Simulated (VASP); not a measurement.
# Pt in VASP: notebook

Pt is run at these levels: LDA; tasks: single point.

Program: VASP 6.6.1. These are calculated values, not measurements. Logs are shortened: lines on timing, memory, paths and dates and some standing lists are left out, and cuts for length are marked.

## Step 1: The cell of the first run

It takes space group P6_3/mmc (No. 194, hexagonal). Conventional cell: a = 2.731 Å, b = 2.731 Å, c = 4.716 Å, α = 90.00°, β = 90.00°, γ = 120.00°. Pt (site symmetry -6m2) has 12 Pt at 2.73 to 2.84 Å within 3.6 Å.

## Step 2: Single point, LDA

INCAR

```
SYSTEM = Pt
ALGO = Fast ; EDIFF = 1E-7
ENCUT = 520 ; ISIF = 2
ISMEAR = 0 ; LASPH = .TRUE.
LCHARG = .FALSE. ; LREAL = .FALSE.
LWAVE = .FALSE. ; NBANDS = 17
NELM = 60 ; PREC = Accurate
SIGMA = 0.15
```

KPOINTS

```
k-points
0
G
  18 18 10
  0 0 0
```

POSCAR

```
Pt
1.0
    2.7306720819      0.0000000000      0.0000000000
   -1.3653360409      2.3648313923      0.0000000000
    0.0000000000      0.0000000000      4.7162198951
Pt
2
Direct
    0.6666666667      0.3333333333      0.7500000000
    0.3333333333      0.6666666667      0.2500000000
```

Potentials or basis: VASP PAW LDA potentials, release 64 (Pt).

Started as:

```
cat potpaw_LDA.64/Pt/POTCAR > POTCAR
mpirun -np 1 vasp_std > vasp.out
```

OUTCAR:

```text
SYSTEM = Pt
   EDIFF = 1E-7
   ENCUT = 520
   ISIF = 2
   ISMEAR = 0
   LASPH = .TRUE.
   LREAL = .FALSE.
   NELM = 60
   PREC = Accurate

 ion  position               nearest neighbor table
   1  0.667  0.333  0.750-   2 2.84   2 2.84   2 2.84   2 2.84   2 2.84   2 2.84
   2  0.333  0.667  0.250-   1 2.84   1 2.84   1 2.84   1 2.84   1 2.84   1 2.84

  LATTYP: Found a hexagonal cell.
 ALAT       =     2.7306720819
 C/A-ratio  =     1.7271278841

  Lattice vectors:

 A1 = (   2.7306720819,   0.0000000000,   0.0000000000)
 A2 = (  -1.3653360409,   2.3648313923,   0.0000000000)
 A3 = (   0.0000000000,   0.0000000000,   4.7162198951)

Analysis of symmetry for initial positions (statically):
=====================================================================
 Subroutine PRICEL returns:
 Original cell was already a primitive cell.

 Routine SETGRP: Setting up the symmetry group for a
 hexagonal supercell.

 Subroutine GETGRP returns: Found 24 space group operations
 (whereof 12 operations were pure point group operations)
 out of a pool of 24 trial point group operations.

The static configuration has the point symmetry D_3d.
 The point group associated with its full space group is D_6h.

Analysis of symmetry for dynamics (positions and initial velocities):
=====================================================================
 Subroutine PRICEL returns:
 Original cell was already a primitive cell.

 Routine SETGRP: Setting up the symmetry group for a
 hexagonal supercell.

 Subroutine GETGRP returns: Found 24 space group operations
 (whereof 12 operations were pure point group operations)
 out of a pool of 24 trial point group operations.

The dynamic configuration has the point symmetry D_3d.
 The point group associated with its full space group is D_6h.

 Subroutine INISYM returns: Found 24 space group operations
 (whereof 12 operations are pure point group operations),
 and found     1 'primitive' translations

----------------------------------------------------------------------------------------

                                     Primitive cell

  volume of cell :      30.4554

  direct lattice vectors                    reciprocal lattice vectors
     2.730672082  0.000000000  0.000000000     0.366210211  0.211431564  0.000000000
    -1.365336041  2.364831392  0.000000000     0.000000000  0.422863128  0.000000000
     0.000000000  0.000000000  4.716219895     0.000000000  0.000000000  0.212034219

  length of vectors
     2.730672082  2.730672082  4.716219895     0.422863128  0.422863128  0.212034219

  position of ions in fractional coordinates (direct lattice)
     0.666666667  0.333333333  0.750000000
     0.333333333  0.666666667  0.250000000

  ion indices of the primitive-cell ions
   primitive index   ion index
                 1           1
                 2           2

----------------------------------------------------------------------------------------

 KPOINTS: k-points

Automatic generation of k-mesh.
 Grid dimensions read from file:
 generate k-points for:   18   18   10

 Generating k-lattice:

  Cartesian coordinates                     Fractional coordinates (reciprocal lattice)
     0.020345012  0.011746198  0.000000000     0.055555556  0.000000000  0.000000000
     0.000000000  0.023492396  0.000000000     0.000000000  0.055555556  0.000000000
     0.000000000  0.000000000  0.021203422     0.000000000  0.000000000  0.100000000

  Length of vectors
     0.023492396  0.023492396  0.021203422

  Shift w.r.t. Gamma in fractional coordinates (k-lattice)
     0.000000000  0.000000000  0.000000000

 Subroutine IBZKPT returns following result:
 ===========================================

 Found    222 irreducible k-points:

 Following reciprocal coordinates:
            Coordinates               Weight
  0.000000  0.000000  0.000000      1.000000
  0.055556  0.000000  0.000000      6.000000
  0.111111  0.000000  0.000000      6.000000
  0.166667 -0.000000  0.000000      6.000000
  0.222222  0.000000  0.000000      6.000000
  0.277778  0.000000  0.000000      6.000000
[... 16 lines left out ...]
  0.333333  0.111111  0.000000     12.000000
  0.388889  0.111111  0.000000     12.000000
 [... further k-points ...]
   k-points           NKPTS =    222   k-points in BZ     NKDIM =    222   number of bands    NBANDS=     17
   number of dos      NEDOS =    301   number of ions     NIONS =      2
   total plane-waves  NPLWV =  14400
   dimension x,y,z NGX =    20 NGY =   20 NGZ =   36
   dimension x,y,z NGXF=    40 NGYF=   40 NGZF=   72
   ions per type =               2
   NGX,Y,Z   is equivalent  to a cutoff of  12.18, 12.18, 12.69 a.u.
   NGXF,Y,Z  is equivalent  to a cutoff of  24.35, 24.35, 25.38 a.u.
 SYSTEM =  Pt
   PREC   = accura    normal or accurate (medium, high low for compatibility)
   ISTART =      0    job   : 0-new  1-cont  2-samecut
   ICHARG =      2    charge: 1-file 2-atom 10-const
   ISPIN  =      1    spin polarized calculation?
   LNONCOLLINEAR =      F non collinear calculations
   LSORBIT =      F    spin-orbit coupling
   LASPH  =      T    aspherical Exc in radial PAW
   ENCUT  =  520.0 eV  38.22 Ry    6.18 a.u.   5.08  5.08  8.77*2*pi/ulx,y,z
   NELM   =     60;   NELMIN=  2; NELMDL= -5     # of ELM steps
   EDIFF  = 0.1E-06   stopping-criterion for ELM
   LREAL  =      F    real-space projection
   EDIFFG = 0.1E-05   stopping-criterion for IOM
   NSW    =      0    number of steps for IOM
   IBRION =     -1    ionic relax: 0-MD 1-quasi-New 2-CG
   NFREE  =      0    steps in history (QN), initial steepest desc. (CG)
   ISIF   =      2    stress and relaxation
   ISYM   =      2    0-nonsym 1-usesym 2-fastsym
   POTIM  = 0.5000    time-step for ionic-motion
   TEBEG  =    0.0;   TEEND  =   0.0 temperature during run
   PSTRESS=    0.0 pullay stress
   NELECT =      20.0000    total number of electrons
   NUPDOWN=      -1.0000    fix difference up-down
   EMIN   =  10.00;   EMAX   =-10.00  energy-range for DOS
   EFERMI =   0.00;   METHOD = LEGACY
   ISMEAR =     0;   SIGMA  =   0.15  broadening in eV -4-tet -1-fermi 0-gaus
   EFERMI_NEDOS =   21; number of points for ismear=-14 and -15
   IALGO  =     68    algorithm
   IMIX   =      4    mixing-type and parameters
     AMIX     =   0.40;   BMIX     =  1.00
     AMIX_MAG =   1.60;   BMIX_MAG =  1.00
  volume/ion in A,a.u.               =      15.23       102.76
  Fermi-wavevector in a.u.,A,eV,Ry     =   1.422974  2.689031 27.549817  2.024854
  Thomas-Fermi vector in A             =   2.543621
   LORBIT       =      0    0 simple, 1 ext, 2 COOP (PROOUT), +10 PAW based schemes
   GGA     = CA    functional components
   LHFCALC =     F    Hartree Fock is set to
   AEXX    =    0.0000 exact exchange contribution
   IVDW    =     0    specifies the selected vdW correction
   LEPSILON=     F    determine dielectric tensor
   LRPA    =     F    only Hartree local field effects (RPA)
 non-spin polarized calculation
 RMM-DIIS sequential band-by-band and
 Gauss-broadening in eV      SIGMA  =   0.15
  energy-cutoff  :      520.00
  volume of cell :       30.46
 maximum number of plane-waves:       845
   NGX = 11   NGY = 11   NGZ = 17

 number of electron      20.0000000 magnetization

 Free energy of the ion-electron system (eV)
  ---------------------------------------------------
  ext. energy  EPLUGINS =         0.00000000
  ---------------------------------------------------
  free energy    TOTEN  =       -14.88801069 eV

  energy without entropy =      -14.84644823  energy(sigma->0) =      -14.86722946

 E-fermi :  10.9253     XC(G=0): -13.6273

 val. band max:       10.9216063329   @ k =   0.2222   0.1667   0.4000
 cond. band min:      10.9276300547   @ k =   0.3333   0.1667   0.0000
 fundamental gap:      0.0060237218
 Fermi energy:        10.9253019577

 k-point     1 :       0.0000    0.0000    0.0000
  band No.  band energies     occupation
      1       0.8094      2.00000
      2       3.4926      2.00000
      3       6.7563      2.00000
      4       7.2801      2.00000
      5       7.2801      2.00000
      6       7.6782      2.00000
[... 9 lines left out ...]
     16      28.1966      0.00000
     17      32.2288      0.00000

 k-point     2 :       0.0556    0.0000    0.0000
  band No.  band energies     occupation
      1       0.9254      2.00000
      2       3.6001      2.00000
      3       6.7441      2.00000
      4       7.2748      2.00000
      5       7.3705      2.00000
      6       7.6187      2.00000
[... 9 lines left out ...]
     16      28.3675      0.00000
     17      31.5283      0.00000

 k-point     3 :       0.1111    0.0000    0.0000
  band No.  band energies     occupation
      1       1.2647      2.00000
      2       3.9032      2.00000
      3       6.6492      2.00000
      4       7.2990      2.00000
      5       7.5092      2.00000
      6       7.6371      2.00000
[... 9 lines left out ...]
     16      28.6471      0.00000
     17      30.5262      0.00000

 k-point     4 :       0.1667   -0.0000    0.0000
  band No.  band energies     occupation
      1       1.7981      2.00000
      2       4.3267      2.00000
      3       6.4836      2.00000
      4       7.1399      2.00000
      5       7.3905      2.00000
      6       7.7067      2.00000
[... 9 lines left out ...]
     16      28.6600      0.00000
     17      29.4729      0.00000
[... 343 lines left out ...]
      1       4.0754      2.00000
      2       4.9036      2.00000
      3       5.5514      2.00000
      4       6.5603      2.00000
      5       7.2524      2.00000
      6       7.3471      2.00000
[... 9 lines left out ...]
     16      26.1028      0.00000
     17      27.0958      0.00000

 k-point    23 :       0.3333    0.1111    0.0000
  band No.  band energies     occupation
      1       4.4068      2.00000
      2       4.7017      2.00000
      3       5.2337      2.00000
      4       6.9904      2.00000
      5       7.2707      2.00000
      6       7.6421      2.00000
[... 9 lines left out ...]
     16      25.0063      0.00000
     17      25.4726      0.00000

 k-point    24 :       0.3889    0.1111    0.0000
  band No.  band energies     occupation
      1       4.4959      2.00000
      2       4.5889      2.00000
      3       5.0397      2.00000
      4       7.2798      2.00000
      5       7.4667      2.00000
      6       7.5524      2.00000
[... 9 lines left out ...]
     16      23.4137      0.00000
     17      24.9836      0.00000

 [... further k-points ...]
[... 5 lines left out ...]
  --------------------------------------------------------------------------------------
  -------------------------------------------------------------------------------------
  Total       -1.1677540     -1.1677540     -1.1747323     -0.0000000      0.0000000      0.0000000
  in kB      -61.4324988    -61.4324988    -61.7996076     -0.0000000      0.0000000      0.0000000
  external PRESSURE =     -61.5548684 kB  Pullay stress =       0.0000000 kB

 VOLUME and BASIS-vectors are now :
 -----------------------------------------------------------------------------
  energy-cutoff  :      520.00
  volume of cell :       30.46
      direct lattice vectors                 reciprocal lattice vectors
     2.730672082  0.000000000  0.000000000     0.366210211  0.211431564  0.000000000
    -1.365336041  2.364831392  0.000000000     0.000000000  0.422863128  0.000000000
     0.000000000  0.000000000  4.716219895     0.000000000  0.000000000  0.212034219

 POSITION                                       TOTAL-FORCE (eV/Angst)
 -----------------------------------------------------------------------------------
      1.36534      0.78828      3.53716         0.000000     -0.000000      0.000000
     -0.00000      1.57655      1.17905        -0.000000      0.000000      0.000000
 -----------------------------------------------------------------------------------
    total drift:                               -0.000000      0.000000     -0.000000

  FREE ENERGIE OF THE ION-ELECTRON SYSTEM (eV)
  ---------------------------------------------------
  free  energy   TOTEN  =       -14.8880106933 eV

  energy  without entropy=      -14.8464482287  energy(sigma->0) =      -14.86722946
```

Wall time 38 s (1 thread of Intel Xeon 6975P-C (Granite Rapids), shared host); peak memory 0.2 GiB.

What came out:

* Free energy: -14.8880 eV
* Pressure: -6.2 GPa
* Band gap on the k mesh: zero (band 10 reaches 11.44 eV, above the bottom of band 11 at 10.09 eV)

Caveat: spin-orbit coupling is left out, which moves the levels of the heavy elements.

## Step 3: Single point, LDA

This run uses another cell than the first one, of 15.61 Å³/atom, 1.025 times its volume.

INCAR

```
  PREC = Accurate
  ENCUT = 520
  EDIFF = 1E-6
  ISMEAR = 0
  SIGMA = 0.15
  LREAL = F
  LASPH = T
  NELM = 80
  ALGO = Normal
  ISIF = 2
  LWAVE = F
  LCHARG = F
  GGA = CA
  NBANDS = 17
```

KPOINTS

```
regular mesh
0
Gamma
  18 18 10
```

POSCAR

```
Pt
1.0
    2.7534209121      0.0000000000      0.0000000000
   -1.3767104560      2.3845324572      0.0000000000
    0.0000000000      0.0000000000      4.7555100341
Pt
2
Direct
    0.6666666667      0.3333333333      0.7500000000
    0.3333333333      0.6666666667      0.2500000000
```

Potentials or basis: VASP PAW LDA potentials, release 64 (Pt).

Started as:

```
cat potpaw_LDA.64/Pt/POTCAR > POTCAR
mpirun -np 1 vasp_std > vasp.out
```

Wall time 29 s (1 thread of Intel Xeon 6975P-C (Granite Rapids), shared host); peak memory 0.21 GiB.

It converged, with:

```yaml
Free_energy: -14.8436 eV
Pressure: -12.5 GPa
Band_gap_on_the_k_mesh: zero (band 10 reaches 10.94 eV, above the bottom of band 11 at 9.65 eV)
```

Stress tensor (GPa, compression positive):
```
-12.69   0.00   0.00
  0.00 -12.69   0.00
  0.00   0.00 -11.98
```

Levels at points of the mesh, in eV from the Fermi level:
| k point | band 7 | band 8 | band 9 | band 10 | band 11 | band 12 | band 13 | band 14 |
| --- | --- | --- | --- | --- | --- | --- | --- | --- |
| (0.00, 0.00, 0.00) | -3.12 | -1.86 | -1.86 | -0.74 | -0.22 | -0.22 | 4.80 | 15.07 |
| (0.50, 0.00, 0.00) | -2.67 | 0.03 | 0.28 | 0.49 | 2.28 | 3.76 | 7.30 | 8.90 |
| (0.00, 0.00, 0.50) | -3.50 | -3.50 | -0.81 | -0.81 | -0.81 | -0.81 | 12.10 | 12.10 |
| (0.50, 0.00, 0.50) | -0.88 | -0.88 | 0.40 | 0.40 | 1.69 | 1.69 | 6.51 | 6.51 |

Caveat: spin-orbit coupling is left out, which moves the levels of the heavy elements.

## Step 4: Single point, LDA

This run uses another cell than the first one, of 16.00 Å³/atom, 1.051 times its volume.

INCAR

```
SYSTEM = Pt
PREC = Accurate ; ENCUT = 520
EDIFF = 1E-6 ; ISMEAR = 0
SIGMA = 0.15 ; LREAL = .FALSE.
LASPH = .TRUE. ; NELM = 80
ALGO = Fast ; ISIF = 2
LWAVE = .FALSE. ; LCHARG = .TRUE.
LELF = .TRUE. ; LVHAR = .TRUE.
NBANDS = 17
```

KPOINTS

```
Automatic mesh
0
G
  18 18 10
  0 0 0
```

POSCAR

```
Pt
1.0
    2.7758989228      0.0000000000      0.0000000000
   -1.3879494614      2.4039989855      0.0000000000
    0.0000000000      0.0000000000      4.7943324333
Pt
2
Direct
    0.6666666667      0.3333333333      0.7500000000
    0.3333333333      0.6666666667      0.2500000000
```

Started as:

```
cat potpaw_LDA.64/Pt/POTCAR > POTCAR
mpirun -np 1 vasp_std > vasp.out
```

It took 40 s on 1 thread of Intel Xeon 6975P-C (Granite Rapids), shared host; peak memory 0.21 GiB.

The run converged. Its results:

```
Free energy            : -14.7714 eV
Pressure               : -17.7 GPa
Band gap on the k mesh : zero (band 10 reaches 10.46 eV, above the bottom of band 11 at 9.22 eV)
```

Stress tensor (GPa, compression positive):
```
-18.14   0.00   0.00
  0.00 -18.14   0.00
  0.00   0.00 -16.75
```

Levels at points of the mesh, in eV from the Fermi level:
| k point | band 7 | band 8 | band 9 | band 10 | band 11 | band 12 | band 13 | band 14 |
| --- | --- | --- | --- | --- | --- | --- | --- | --- |
| (0.00, 0.00, 0.00) | -3.00 | -1.79 | -1.79 | -0.63 | -0.21 | -0.21 | 4.64 | 15.11 |
| (0.50, 0.00, 0.00) | -2.55 | 0.03 | 0.26 | 0.46 | 2.23 | 3.67 | 7.18 | 8.79 |
| (0.00, 0.00, 0.50) | -3.36 | -3.36 | -0.78 | -0.78 | -0.78 | -0.78 | 11.92 | 11.92 |
| (0.50, 0.00, 0.50) | -0.83 | -0.83 | 0.38 | 0.38 | 1.70 | 1.70 | 6.33 | 6.33 |

Caveat: spin-orbit coupling is left out, which moves the levels of the heavy elements.

## Step 5: Single point, LDA

This run uses another cell than the first one, of 13.77 Å³/atom, 0.904 times its volume.

INCAR

```
PREC = Accurate ; ENCUT = 520
EDIFF = 1E-7 ; ISMEAR = 0
SIGMA = 0.15 ; LREAL = False
LASPH = True ; NELM = 100
ALGO = Fast ; ISIF = 2
LWAVE = False ; LCHARG = False
GGA = CA ; NBANDS = 17
```

KPOINTS

```
regular mesh
0
Gamma
  18 18 10
```

POSCAR

```
Pt
1.0
    2.6404892193      0.0000000000      0.0000000000
   -1.3202446096      2.2867307423      0.0000000000
    0.0000000000      0.0000000000      4.5604625585
Pt
2
Direct
    0.6490534533      0.3333333333      0.7500000000
    0.3509465467      0.6666666667      0.2500000000
```

Started as:

```
cat potpaw_LDA.64/Pt/POTCAR > POTCAR
mpirun -np 1 vasp_std > vasp.out
```

It took 3.8 min on 1 thread of Intel Xeon 6975P-C (Granite Rapids), shared host; peak memory 0.46 GiB.

The run converged. Its results:

```yaml
Free_energy: -14.7074 eV
Pressure: 29.4 GPa
Largest_force: 0.045 eV/Å
Band_gap_on_the_k_mesh: zero (band 10 reaches 13.67 eV, above the bottom of band 11 at 12.05 eV)
```

Forces in eV/Å, atoms in the order of the input:
```
Pt   0.023 -0.038  0.000
Pt  -0.023  0.038  0.000
```

Stress tensor (GPa, compression positive):
```
30.89 -0.72  0.00
-0.72 30.44  0.00
 0.00  0.00 26.88
```

Levels at points of the mesh, in eV from the Fermi level:
| k point | band 7 | band 8 | band 9 | band 10 | band 11 | band 12 | band 13 | band 14 |
| --- | --- | --- | --- | --- | --- | --- | --- | --- |
| (0.00, 0.00, 0.00) | -3.74 | -2.53 | -2.05 | -1.32 | -0.52 | -0.06 | 5.72 | 14.73 |
| (0.50, 0.00, 0.00) | -3.07 | 0.08 | 0.42 | 0.59 | 2.34 | 4.42 | 7.70 | 8.94 |
| (0.00, 0.50, 0.00) | -3.34 | 0.00 | 0.38 | 0.64 | 2.56 | 4.23 | 7.99 | 9.54 |
| (0.50, 0.50, 0.00) | -3.62 | 0.02 | 0.33 | 0.69 | 2.77 | 4.04 | 8.30 | 10.16 |
| (0.00, 0.00, 0.50) | -4.25 | -4.25 | -1.08 | -1.08 | -0.92 | -0.92 | 12.89 | 12.89 |
| (0.50, 0.00, 0.50) | -1.52 | -1.52 | 0.53 | 0.53 | 1.95 | 1.95 | 7.31 | 7.31 |
| (0.00, 0.50, 0.50) | -1.18 | -1.18 | 0.53 | 0.53 | 1.69 | 1.69 | 7.53 | 7.53 |
| (0.50, 0.50, 0.50) | -0.89 | -0.89 | 0.52 | 0.52 | 1.41 | 1.41 | 7.74 | 7.74 |

Caveat: spin-orbit coupling is left out, which moves the levels of the heavy elements.

## Step 6: Overview

```tsv
cell	gap on the mesh (eV)	pressure (GPa)
a = 2.731, b = 2.731, c = 4.716 Å, angles 90.0, 90.0, 120.0°, 2 atoms	none	-6.2
a = 2.753, b = 2.753, c = 4.756 Å, angles 90.0, 90.0, 120.0°, 2 atoms	none	-12.5
a = 2.776, b = 2.776, c = 4.794 Å, angles 90.0, 90.0, 120.0°, 2 atoms	none	-17.7
a = 2.640, b = 2.640, c = 4.560 Å, angles 90.0, 90.0, 120.0°, 2 atoms	none	29.4
```

Alike in all rows: task single point; level LDA; potentials or basis VASP PAW LDA potentials, release 64 (Pt); no spin polarisation; k mesh 18 × 18 × 10; cutoff (eV) 520; smearing gaussian 0.15 eV.

Caveats: spin-orbit coupling is left out, which moves the levels of the heavy elements.

Total energies depend on the potentials used, so only differences within one code and one set of settings carry meaning.
